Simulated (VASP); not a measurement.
Write the native input for VASP 6.6.1 that does the following.

* Task: relaxation of cell and atoms
* Functional: PBE
* Potentials or basis: VASP PAW PBE potentials, release 64 (B, N)
* Cutoff: 600 eV
* k mesh: 12 × 12 × 12
* Occupations: gaussian, width 0.01 eV
* Spin: no spin polarisation
* Target pressure: 162 GPa
* Dipole correction: no
* Further INCAR settings: ALGO = Normal; EDIFF = 1e-07; IBRION = 2; EDIFFG = -0.002; NSW = 80; ISIF = 3

The structure of BN lies in POSCAR:

```
BN
1.0
    0.0000000000      1.6582059778      1.6582059778
    1.6582059778      0.0000000000      1.6582059778
    1.6582059778      1.6582059778      0.0000000000
B N
1 1
Direct
    0.0000000000      0.0000000000      0.0000000000
    0.2500000000      0.2500000000      0.2500000000
```

These files were run (other wordings do the same):

INCAR

```
  ALGO = Normal
  EDIFF = 1E-7
  EDIFFG = -0.002
  ENCUT = 600
  GGA = PE
  GGA_COMPAT = F
  IBRION = 2
  ISIF = 3
  ISMEAR = 0
  LASPH = T
  LCHARG = F
  LREAL = F
  LWAVE = F
  NELM = 120
  NELMIN = 4
  NSW = 80
  PREC = Accurate
  PSTRESS = 1620.0
  SIGMA = 0.01
```

KPOINTS

```
k-points
0
Gamma
  12 12 12
```

Potentials or basis: VASP PAW PBE potentials, release 64 (B, N).

Command:

```bash
$ cat potpaw_PBE.64/B/POTCAR potpaw_PBE.64/N/POTCAR > POTCAR
$ mpirun -np 1 vasp_std > vasp.out
```

It gave:

```
Relaxed volume                                             : 4.56 Å³/atom
Relaxed cell                                               : a = 2.345 Å, b = 2.345 Å, c = 2.345 Å, α = 60.00°, β = 60.00°, γ = 60.00°
Space group after relaxing (to 0.1 Å)                      : F-43m (No. 216)
Energy change on relaxing (the run minimises the enthalpy) : +3.2 meV/atom
Ionic steps                                                : 3
Pressure after relaxing                                    : 162.0 GPa
Band gap on the k mesh                                     : 4.69 eV (least direct gap 10.06 eV)
```

Caveat: the cell is relaxed towards a set pressure, so the run minimises the enthalpy, not the energy.

Run time: 13 s on 1 thread of Intel(R) Xeon(R) 6975P-C (Granite Rapids), on a shared host, peak memory 0.12 GiB.
